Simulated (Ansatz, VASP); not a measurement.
This is a calculation of CoO for Ansatz 0.2.0.

File input.yaml:

```yaml
crystal:
  lattice:
    - [1.5054695445, 0.8691832468, 2.4399269062]
    - [-1.5054695445, 0.8691832468, 2.4399269062]
    - [0.0, -1.7383664936, 2.4399269062]
  atoms:
    - { symbol: Co, position: [0.0, 0.0, 0.0], spin: 0.5 }
    - { symbol: O, position: [0.5, 0.5, 0.5] }
hamiltonian:
  xc: pbesol
  pseudopotentials: { kind: paw }
magnetization:
  spin_polarized: true
  initial_magnetization: 0.5
  spin_locking: { lock_magnetization: hard }
kpoints:
  mp_grid: { grid: [9, 9, 9] }
scf:
  occupations: { method: fermi_dirac, width: 0.05 }
  lower_state_search: "off"
output:
  forces: true
  stress: true
  eigenvalues: true
```

Potentials or basis: Ansatz PAW.

The run is started by

```sh
$ ansatz run input.yaml --threads 2 --pin off --max-ram 5632MiB --backend cpu --events-out ev --progress --plain --runs-dir out
```

Question: Translate it to VASP 6.6.1. Potentials there: VASP PAW PBE potentials, release 64 (Co_sv, O).

Answer: As run (the cutoff follows the program's own potentials):

The input INCAR:

```
  PREC = Accurate
  ENCUT = 700
  EDIFF = 1E-6
  ISMEAR = -1
  SIGMA = 0.05
  LREAL = F
  LASPH = T
  NELM = 200
  ALGO = Normal
  ISIF = 2
  LWAVE = F
  LCHARG = F
  ISPIN = 2
  MAGMOM = 0.5 0
  LORBIT = 11
  NUPDOWN = 0.5
  LMAXMIX = 4
  GGA = PS
  NBANDS = 22
  GGA_COMPAT = F
```

Contents of KPOINTS:

```
Automatic mesh
0
Gamma
  9 9 9
```

Contents of POSCAR:

```
CoO
1.0
    1.5054695445      0.8691832468      2.4399269062
   -1.5054695445      0.8691832468      2.4399269062
    0.0000000000     -1.7383664936      2.4399269062
Co O
1 1
Direct
    0.0000000000      0.0000000000      0.0000000000
    0.5000000000      0.5000000000      0.5000000000
```

Potentials or basis: VASP PAW PBE potentials, release 64 (Co_sv, O).

Launch:

```sh
$ cat potpaw_PBE.64/Co_sv/POTCAR potpaw_PBE.64/O/POTCAR > POTCAR
$ mpirun -np 1 vasp_std > vasp.out
```

Both were run:

|  | VASP | Ansatz | Ansatz less VASP |
| --- | --- | --- | --- |
| pressure (GPa) | -27.1 | -26.3 | +0.83 |
| traceless stress, the component that is largest in VASP (GPa) | 0.28 | 0.27 | -0.013 |
| net moment per atom (μB) | 0.25 | 0.25 | 0.000 |
| size of the moment on the site where the two differ most (μB) | 0.49 | 0.48 | -0.009 |

VASP's potentials were made for PBE, not for PBEsol. Site moments also hang on the region over which each program counts them.
